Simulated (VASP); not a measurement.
Crystal: CdF2.

```
CELL_PARAMETERS angstrom
0.00000 2.62403 2.62403
2.62403 0.00000 2.62403
2.62403 2.62403 0.00000
ATOMIC_POSITIONS crystal
Cd 0.00000 0.00000 0.00000
F 0.75000 0.75000 0.75000
F 0.25000 0.25000 0.25000
```

Base run:

- Program: VASP 6.6.1
- Functional: PBEsol
- Potentials or basis: VASP PAW PBE potentials, release 64 (Cd_sv_GW, F)
- Cutoff: 600 eV
- k mesh: 9 × 9 × 9
- Occupations: fermi-dirac, width 0.05 eV
- Spin: no spin polarisation

Its results: band gap on the k mesh 3.22 eV, indirect (least direct gap 3.57 eV); pressure 9.3 GPa.

Problem. The run is repeated on the same cell with these changes: potentials or basis from VASP PAW PBE potentials, release 64 (Cd_sv_GW, F) to VASP PAW PBE potentials, release 64 (Cd, F); cutoff from 600 eV to 520 eV; further incar settings from ALGO = Normal; EDIFF = 1e-06; NBANDS = 24 to ALGO = Normal; EDIFF = 1e-06; NBANDS = 20; valence electrons from 34 to 26. What comes out?

Solution. Band gap on the k mesh 3.20 eV, indirect (least direct gap 3.55 eV); pressure 11.3 GPa.

Caveats: the PAW data sets were made with another functional, which shifts forces and pressure a little.

A k mesh can miss the band edges.
